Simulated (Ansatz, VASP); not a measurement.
**Ti in VASP and in Ansatz**

```
CELL_PARAMETERS angstrom
-1.61882 1.61882 1.61882
1.61882 -1.61882 1.61882
1.61882 1.61882 -1.61882
ATOMIC_POSITIONS crystal
Ti 0.00000 0.00000 0.00000
```

Alike in both runs: task single point; functional LDA; k mesh 11 × 11 × 11; occupations fermi-dirac, width 0.05 eV; no spin polarisation.

|  | VASP | Ansatz |
| --- | --- | --- |
| version | VASP 6.6.1 | Ansatz 0.2.0 |
| potentials or method | VASP PAW LDA potentials, release 64 (Ti_sv) | Ansatz PAW |
| plane-wave cutoff (eV) | 520 | 420 |
| valence electrons in the cell | 12 | 12 |

|  | VASP | Ansatz | Ansatz less VASP |
| --- | --- | --- | --- |
| gap on the k mesh at the Fermi level (eV) | none | none | - |
| pressure (GPa) | -7.4 | -7.4 | +0.06 |

LDA's correlation is that of Perdew and Zunger in VASP and of Perdew and Wang (1992) in Ansatz. A gap of «none» marks a metal or a gap that the smearing closes.
